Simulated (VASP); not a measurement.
# AlNi (Pm-3m) in VASP: a series of runs

Runs on AlNi. Level: PBE. Tasks: single point.

Everything below comes from runs of VASP 6.6.1. Logs are shortened: lines on timing, memory, paths and dates and some standing lists are left out, and cuts for length are marked.

### 1 The cell of the first run

The structure is cubic, space group Pm-3m (No. 221). Conventional cell: a = 2.881 Å, b = 2.881 Å, c = 2.881 Å, α = 90.00°, β = 90.00°, γ = 90.00°. Within 3.3 Å of Al (site symmetry m-3m) lie 8 Ni at 2.50 Å and 6 Al at 2.88 Å. Within 3.3 Å of Ni (site symmetry m-3m) lie 8 Al at 2.50 Å and 6 Ni at 2.88 Å.

### 2 Single point, PBE, collinear spin, ferromagnetic start

File INCAR:

```
SYSTEM = AlNi
  PREC = Accurate
  ENCUT = 520
  EDIFF = 1E-6
  ISMEAR = -1
  SIGMA = 0.05
  LREAL = .FALSE.
  LASPH = .TRUE.
  NELM = 150
  ALGO = Normal
  ISIF = 2
  LWAVE = .FALSE.
  LCHARG = .FALSE.
  ISPIN = 2
  MAGMOM = 0 1.5
  LORBIT = 11
  LMAXMIX = 4
  GGA = PE
  NBANDS = 18
```

File KPOINTS:

```
Automatic mesh
0
G
  3 3 3
  0 0 0
```

File POSCAR:

```
AlNi
1.0
    2.8810000000      0.0000000000      0.0000000000
    0.0000000000      2.8810000000      0.0000000000
    0.0000000000      0.0000000000      2.8810000000
Al Ni
1 1
Direct
    0.0000000000      0.0000000000      0.0000000000
    0.5000000000      0.5000000000      0.5000000000
```

Potentials or basis: VASP PAW PBE potentials, release 64 (Al, Ni).

Command:

```console
$ cat potpaw_PBE.64/Al/POTCAR potpaw_PBE.64/Ni/POTCAR > POTCAR
$ mpirun -np 1 vasp_std > vasp.out
```

OUTCAR:

```text
SYSTEM = AlNi
   PREC = Accurate
   ENCUT = 520
   EDIFF = 1E-6
   ISMEAR = -1
   LREAL = .FALSE.
   LASPH = .TRUE.
   NELM = 150
   ISIF = 2
   ISPIN = 2
   LORBIT = 11
   GGA = PE

 ion  position               nearest neighbor table
   1  0.000  0.000  0.000-   2 2.50   2 2.50   2 2.50   2 2.50   2 2.50   2 2.50   2 2.50   2 2.50

   2  0.500  0.500  0.500-   1 2.50   1 2.50   1 2.50   1 2.50   1 2.50   1 2.50   1 2.50   1 2.50

  LATTYP: Found a simple cubic cell.
 ALAT       =     2.8810000000

  Lattice vectors:

 A1 = (   2.8810000000,   0.0000000000,   0.0000000000)
 A2 = (   0.0000000000,   2.8810000000,   0.0000000000)
 A3 = (   0.0000000000,   0.0000000000,   2.8810000000)

Analysis of symmetry for initial positions (statically):
=====================================================================
 Subroutine PRICEL returns:
 Original cell was already a primitive cell.

 Routine SETGRP: Setting up the symmetry group for a
 simple cubic supercell.

 Subroutine GETGRP returns: Found 48 space group operations
 (whereof 48 operations were pure point group operations)
 out of a pool of 48 trial point group operations.

The static configuration has the point symmetry O_h .

Analysis of symmetry for dynamics (positions and initial velocities):
=====================================================================
 Subroutine PRICEL returns:
 Original cell was already a primitive cell.

 Routine SETGRP: Setting up the symmetry group for a
 simple cubic supercell.

 Subroutine GETGRP returns: Found 48 space group operations
 (whereof 48 operations were pure point group operations)
 out of a pool of 48 trial point group operations.

The dynamic configuration has the point symmetry O_h .

Analysis of structural, dynamic, and magnetic symmetry:
=====================================================================
 Subroutine PRICEL returns:
 Original cell was already a primitive cell.

 Routine SETGRP: Setting up the symmetry group for a
 simple cubic supercell.

 Subroutine GETGRP returns: Found 48 space group operations
 (whereof 48 operations were pure point group operations)
 out of a pool of 48 trial point group operations.

The overall configuration has the point symmetry O_h .

 Subroutine INISYM returns: Found 48 space group operations
 (whereof 48 operations are pure point group operations),
 and found     1 'primitive' translations

----------------------------------------------------------------------------------------

                                     Primitive cell

  volume of cell :      23.9128

  direct lattice vectors                    reciprocal lattice vectors
     2.881000000  0.000000000  0.000000000     0.347101701  0.000000000  0.000000000
     0.000000000  2.881000000  0.000000000     0.000000000  0.347101701  0.000000000
     0.000000000  0.000000000  2.881000000     0.000000000  0.000000000  0.347101701

  length of vectors
     2.881000000  2.881000000  2.881000000     0.347101701  0.347101701  0.347101701

  position of ions in fractional coordinates (direct lattice)
     0.000000000  0.000000000  0.000000000
     0.500000000  0.500000000  0.500000000

  ion indices of the primitive-cell ions
   primitive index   ion index
                 1           1
                 2           2

----------------------------------------------------------------------------------------

 KPOINTS: Automatic mesh

Automatic generation of k-mesh.
 Grid dimensions read from file:
 generate k-points for:    3    3    3

 Generating k-lattice:

  Cartesian coordinates                     Fractional coordinates (reciprocal lattice)
     0.115700567  0.000000000  0.000000000     0.333333333  0.000000000  0.000000000
     0.000000000  0.115700567  0.000000000     0.000000000  0.333333333  0.000000000
     0.000000000  0.000000000  0.115700567     0.000000000  0.000000000  0.333333333

  Length of vectors
     0.115700567  0.115700567  0.115700567

  Shift w.r.t. Gamma in fractional coordinates (k-lattice)
     0.000000000  0.000000000  0.000000000

 Subroutine IBZKPT returns following result:
 ===========================================

 Found      4 irreducible k-points:

 Following reciprocal coordinates:
            Coordinates               Weight
  0.000000  0.000000  0.000000      1.000000
  0.333333  0.000000  0.000000      6.000000
  0.333333  0.333333  0.000000     12.000000
  0.333333  0.333333  0.333333      8.000000
   k-points           NKPTS =      4   k-points in BZ     NKDIM =      4   number of bands    NBANDS=     18
   number of dos      NEDOS =    301   number of ions     NIONS =      2
   total plane-waves  NPLWV =  13824
   dimension x,y,z NGX =    24 NGY =   24 NGZ =   24
   dimension x,y,z NGXF=    48 NGYF=   48 NGZF=   48
   ions per type =               1   1
   NGX,Y,Z   is equivalent  to a cutoff of  13.85, 13.85, 13.85 a.u.
   NGXF,Y,Z  is equivalent  to a cutoff of  27.70, 27.70, 27.70 a.u.
 SYSTEM =  AlNi
   PREC   = accura    normal or accurate (medium, high low for compatibility)
   ISTART =      0    job   : 0-new  1-cont  2-samecut
   ICHARG =      2    charge: 1-file 2-atom 10-const
   ISPIN  =      2    spin polarized calculation?
   LNONCOLLINEAR =      F non collinear calculations
   LSORBIT =      F    spin-orbit coupling
   LASPH  =      T    aspherical Exc in radial PAW
   ENCUT  =  520.0 eV  38.22 Ry    6.18 a.u.   5.36  5.36  5.36*2*pi/ulx,y,z
   NELM   =    150;   NELMIN=  2; NELMDL= -5     # of ELM steps
   EDIFF  = 0.1E-05   stopping-criterion for ELM
   LREAL  =      F    real-space projection
   EDIFFG = 0.1E-04   stopping-criterion for IOM
   NSW    =      0    number of steps for IOM
   IBRION =     -1    ionic relax: 0-MD 1-quasi-New 2-CG
   NFREE  =      0    steps in history (QN), initial steepest desc. (CG)
   ISIF   =      2    stress and relaxation
   ISYM   =      2    0-nonsym 1-usesym 2-fastsym
   POTIM  = 0.5000    time-step for ionic-motion
   TEBEG  =    0.0;   TEEND  =   0.0 temperature during run
   PSTRESS=    0.0 pullay stress
   NELECT =      13.0000    total number of electrons
   NUPDOWN=      -1.0000    fix difference up-down
   EMIN   =  10.00;   EMAX   =-10.00  energy-range for DOS
   EFERMI =   0.00;   METHOD = LEGACY
   ISMEAR =    -1;   SIGMA  =   0.05  broadening in eV -4-tet -1-fermi 0-gaus
   EFERMI_NEDOS =   21; number of points for ismear=-14 and -15
   IALGO  =     38    algorithm
   IMIX   =      4    mixing-type and parameters
     AMIX     =   0.40;   BMIX     =  1.00
     AMIX_MAG =   1.60;   BMIX_MAG =  1.00
  volume/ion in A,a.u.               =      11.96        80.69
  Fermi-wavevector in a.u.,A,eV,Ry     =   1.336122  2.524904 24.289410  1.785221
  Thomas-Fermi vector in A             =   2.464773
   LORBIT       =     11    0 simple, 1 ext, 2 COOP (PROOUT), +10 PAW based schemes
   GGA     = PE    functional components
   LHFCALC =     F    Hartree Fock is set to
   AEXX    =    0.0000 exact exchange contribution
   IVDW    =     0    specifies the selected vdW correction
   LEPSILON=     F    determine dielectric tensor
   LRPA    =     F    only Hartree local field effects (RPA)
 spin polarized calculation
  energy-cutoff  :      520.00
  volume of cell :       23.91
 maximum number of plane-waves:       650
 NGX is ok and might be reduce to    24
   NGX = 11   NGY = 11   NGZ = 11

 number of electron      13.0000018 magnetization      -0.1291727

 number of electron      13.0000015 magnetization       0.3281047

 Free energy of the ion-electron system (eV)
  ---------------------------------------------------
  ext. energy  EPLUGINS =         0.00000000
  ---------------------------------------------------
  free energy    TOTEN  =       -10.38647824 eV

  energy without entropy =      -10.36579864  energy(sigma->0) =      -10.37613844

 E-fermi :   9.9791     XC(G=0): -12.0542

 val. band max:        9.9063728943   @ k =   0.3333   0.0000   0.0000
 cond. band min:      10.0097678959   @ k =   0.3333   0.3333   0.0000
 fundamental gap:      0.1033950017
 Fermi energy:         9.9790656201

 spin component 1

 k-point     1 :       0.0000    0.0000    0.0000
  band No.  band energies     occupation
      1      -1.1551      1.00000
      2       6.5093      1.00000
      3       6.5093      1.00000
      4       8.2433      1.00000
      5       8.2433      1.00000
      6       8.2433      1.00000
[... 10 lines left out ...]
     17      33.3269      0.00000
     18      33.3269      0.00000

 k-point     2 :       0.3333    0.0000    0.0000
  band No.  band energies     occupation
      1       0.8372      1.00000
      2       5.5182      1.00000
      3       6.8391      1.00000
      4       7.7133      1.00000
      5       7.7133      1.00000
      6       8.3074      1.00000
[... 10 lines left out ...]
     17      31.0770      0.00000
     18      36.2246      0.00000

 k-point     3 :       0.3333    0.3333    0.0000
  band No.  band energies     occupation
      1       2.6315      1.00000
      2       6.0175      1.00000
      3       6.8018      1.00000
      4       7.4081      1.00000
      5       7.7977      1.00000
      6       7.8562      1.00000
[... 10 lines left out ...]
     17      32.2318      0.00000
     18      34.5514      0.00000

 k-point     4 :       0.3333    0.3333    0.3333
  band No.  band energies     occupation
      1       4.0918      1.00000
      2       6.3199      1.00000
      3       6.3199      1.00000
      4       7.8981      1.00000
      5       7.8981      1.00000
      6       7.9450      1.00000
[... 10 lines left out ...]
     17      37.0926      0.00000
     18      37.0926      0.00000
 Fermi energy:         9.9790656201

 spin component 2

 k-point     1 :       0.0000    0.0000    0.0000
  band No.  band energies     occupation
      1      -1.0587      1.00000
      2       6.8204      1.00000
      3       6.8204      1.00000
      4       8.3795      1.00000
      5       8.3795      1.00000
      6       8.3795      1.00000
[... 10 lines left out ...]
     17      33.4142      0.00000
     18      33.4142      0.00000

 k-point     2 :       0.3333    0.0000    0.0000
  band No.  band energies     occupation
      1       0.9352      1.00000
      2       5.6909      1.00000
      3       7.1679      1.00000
      4       7.8450      1.00000
      5       7.8450      1.00000
      6       8.4440      1.00000
[... 10 lines left out ...]
     17      31.1836      0.00000
     18      36.3197      0.00000

 k-point     3 :       0.3333    0.3333    0.0000
  band No.  band energies     occupation
      1       2.7325      1.00000
      2       6.1785      1.00000
      3       7.0091      1.00000
      4       7.6721      1.00000
      5       7.9300      1.00000
      6       7.9893      1.00000
[... 10 lines left out ...]
     17      32.3358      0.00000
     18      34.6439      0.00000

 k-point     4 :       0.3333    0.3333    0.3333
  band No.  band energies     occupation
      1       4.1972      1.00000
      2       6.4500      1.00000
      3       6.4500      1.00000
      4       8.0595      1.00000
      5       8.2238      1.00000
      6       8.2238      1.00000
[... 10 lines left out ...]
     17      37.1748      0.00000
     18      37.1748      0.00000

------------------------ aborting loop because EDIFF is reached ----------------------------------------

  FORCE on cell =-STRESS in cart. coord.  units (eV):
  Direction    XX          YY          ZZ          XY          YZ          ZX
  --------------------------------------------------------------------------------------
  -------------------------------------------------------------------------------------
  Total        0.3969055      0.3969055      0.3969055     -0.0000000      0.0000000     -0.0000000
  in kB       26.5930354     26.5930354     26.5930354     -0.0000000      0.0000000     -0.0000000
  external PRESSURE =      26.5930354 kB  Pullay stress =       0.0000000 kB

 VOLUME and BASIS-vectors are now :
 -----------------------------------------------------------------------------
  energy-cutoff  :      520.00
  volume of cell :       23.91
      direct lattice vectors                 reciprocal lattice vectors
     2.881000000  0.000000000  0.000000000     0.347101701  0.000000000  0.000000000
     0.000000000  2.881000000  0.000000000     0.000000000  0.347101701  0.000000000
     0.000000000  0.000000000  2.881000000     0.000000000  0.000000000  0.347101701

 POSITION                                       TOTAL-FORCE (eV/Angst)
 -----------------------------------------------------------------------------------
      0.00000      0.00000      0.00000         0.000000      0.000000      0.000000
      1.44050      1.44050      1.44050         0.000000      0.000000      0.000000
 -----------------------------------------------------------------------------------
    total drift:                                0.000000      0.000000     -0.000000

  FREE ENERGIE OF THE ION-ELECTRON SYSTEM (eV)
  ---------------------------------------------------
  free  energy   TOTEN  =       -10.3864782398 eV

  energy  without entropy=      -10.3657986429  energy(sigma->0) =      -10.37613844

 total charge

# of ion       s       p       d       tot
------------------------------------------
    1        0.377   0.431   0.000   0.807
    2        0.475   0.523   8.444   9.442
--------------------------------------------------
tot          0.851   0.954   8.444  10.249

 magnetization (x)

# of ion       s       p       d       tot
------------------------------------------
    1        0.001   0.026   0.000   0.027
    2        0.001   0.026   0.215   0.242
--------------------------------------------------
tot          0.002   0.052   0.215   0.270
```

It took 9.8 s on 1 thread of Intel Xeon Platinum 8488C (Sapphire Rapids), shared host; peak memory 0.14 GiB.

Results:

```
Free energy                                           : -10.3865 eV
Pressure                                              : 2.7 GPa
Net moment                                            : 0.33 μB per cell
Site moments                                          : Al +0.03; Ni +0.24 μB
Valence electrons inside the program's atomic spheres : Al 0.81; Ni 9.44
```

Levels at points of the mesh, in eV from the Fermi level:
Spin up:
| k point | band 3 | band 4 | band 5 | band 6 | band 7 | band 8 | band 9 | band 10 |
| --- | --- | --- | --- | --- | --- | --- | --- | --- |
| (0.00, 0.00, 0.00) | -3.47 | -1.74 | -1.74 | -1.74 | 5.51 | 5.51 | 5.51 | 8.05 |
Spin down:
```
           k point  band 4  band 5  band 6  band 7  band 8  band 9
(0.00, 0.00, 0.00)   -1.60   -1.60   -1.60    5.60    5.60    5.60
```

Caveat: the k points lie up to 0.73 Å⁻¹ apart.

(Part 1 of 2 ends here.)
